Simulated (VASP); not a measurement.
Set up this calculation in VASP 6.6.1, as the native input.

```
Task                   : relaxation of cell and atoms
Functional             : PBE
Potentials or basis    : VASP PAW PBE potentials, release 64 (Ir)
Cutoff                 : 500 eV
k mesh                 : 8 × 8 × 11
Occupations            : fermi-dirac, width 0.08 eV
Spin                   : no spin polarisation
Dipole correction      : no
Further INCAR settings : ALGO = Normal; EDIFF = 1e-07; IBRION = 2; EDIFFG = -0.005; NSW = 60; ISIF = 3
```

The structure of Ir lies in POSCAR:

```
Ir
1.0
    4.3277169476      0.0000000000      0.0000000000
   -2.1638584738      3.7479128170      0.0000000000
    0.0000000000      0.0000000000      2.6831845075
Ir
3
Direct
    0.0000000000      0.0000000000      0.0000000000
    0.3333333333      0.6666666667      0.5000000000
    0.6666666667      0.3333333333      0.5000000000
```

This isn't the form of Ir at room conditions, which is fcc.

One way to write it, as run:

INCAR

```
SYSTEM = Ir
ALGO     = Normal         ! electronic algorithm
EDIFF    = 1E-7           ! SCF threshold, eV
EDIFFG   = -0.005         ! ionic threshold
ENCUT    = 500            ! plane-wave cutoff, eV
GGA      = PE             ! functional
GGA_COMPAT= .FALSE.      
IBRION   = 2              ! ionic algorithm
ISIF     = 3              ! what is computed and relaxed
ISMEAR   = -1             ! smearing method
LASPH    = .TRUE.         ! aspherical terms in the spheres
LCHARG   = .FALSE.        ! write CHGCAR
LREAL    = .FALSE.        ! projectors in reciprocal space
LWAVE    = .FALSE.        ! write WAVECAR
NELM     = 120            ! most SCF steps
NELMIN   = 4            
NSW      = 60             ! ionic steps
PREC     = Accurate       ! precision mode
SIGMA    = 0.08           ! smearing width, eV
```

KPOINTS

```
k-points
0
G
  8 8 11
  0 0 0
```

Potentials or basis: VASP PAW PBE potentials, release 64 (Ir).

The run is started by

```sh
$ cat potpaw_PBE.64/Ir/POTCAR > POTCAR
$ mpirun -np 1 vasp_std > vasp.out
```

Results of the run:

```yaml
Relaxed_volume: 14.98 Å³/atom
Relaxed_cell: a = 4.383 Å, b = 4.383 Å, c = 2.702 Å, α = 90.00°, β = 90.00°, γ = 120.00°
Space_group_after_relaxing_to_0.1_Å: P6/mmm (No. 191)
Energy_gained_by_relaxing: 17.2 meV/atom
Ionic_steps: 9
Pressure_after_relaxing: 0.0 GPa
Band_gap_on_the_k_mesh: zero (an odd number of electrons rules out a gap without spin polarisation)
```

Caveat: spin-orbit coupling is left out, which moves the levels of the heavy elements.

It took 2.2 min on 1 thread of AMD EPYC 9R45 96-Core Processor (Zen 5) (shared host), peak memory 0.15 GiB.
